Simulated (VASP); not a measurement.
Write the native input for VASP 6.6.1 that does the following.

```yaml
Task: single point
Functional: PBE
Potentials_or_basis: VASP PAW PBE potentials, release 64 (Ba_sv, Ti_sv, O)
Cutoff: 520 eV
k_mesh: 8 × 8 × 8
Occupations: gaussian, width 0.05 eV
Spin: no spin polarisation
Dipole_correction: no
Further_INCAR_settings: ALGO = Normal; EDIFF = 1e-07; NBANDS = 28
```

The structure of BaTiO3 lies in POSCAR:

```
BaTiO3
1.0
    4.0192318613      0.0000000000      0.0000000000
    0.0000000000      4.0192318613      0.0753605974
    0.0000000000      0.0753615248      4.0192813205
Ba Ti O
1 1 3
Direct
    0.0000000000      0.0000000000      0.0000000000
    0.5000000000      0.5000000000      0.5000000000
    0.5000000000      0.5000000000      0.0000000000
    0.5000000000      0.0000000000      0.5000000000
    0.0000000000      0.5000000000      0.5000000000
```

This cell differs from its parent crystal: strain +0.0375 x Voigt [0, 0, 0, 1, 0, 0].

These files were run (other wordings do the same):

INCAR

```
PREC = Accurate
ENCUT = 520
EDIFF = 1E-7
ISMEAR = 0
SIGMA = 0.05
LREAL = False
LASPH = True
NELM = 100
ALGO = Normal
ISIF = 2
LWAVE = False
LCHARG = False
GGA = PE
NBANDS = 28
```

KPOINTS

```
regular mesh
0
Gamma
  8 8 8
```

Potentials or basis: VASP PAW PBE potentials, release 64 (Ba_sv, Ti_sv, O).

Run with:

```console
$ cat potpaw_PBE.64/Ba_sv/POTCAR potpaw_PBE.64/Ti_sv/POTCAR potpaw_PBE.64/O/POTCAR > POTCAR
$ mpirun -np 1 vasp_std > vasp.out
```

It gave:

```yaml
Pressure: 1.8 GPa
Band_gap_on_the_k_mesh: 1.62 eV (least direct gap 1.69 eV)
```

Caveat: the cell differs from its parent crystal (strain +0.0375 x Voigt [0, 0, 0, 1, 0, 0]); spin-orbit coupling is left out, which moves the levels of the heavy elements.

Wall time 2.2 min on 1 thread of Intel(R) Xeon(R) 6975P-C (Granite Rapids) (shared host), peak memory 0.4 GiB.
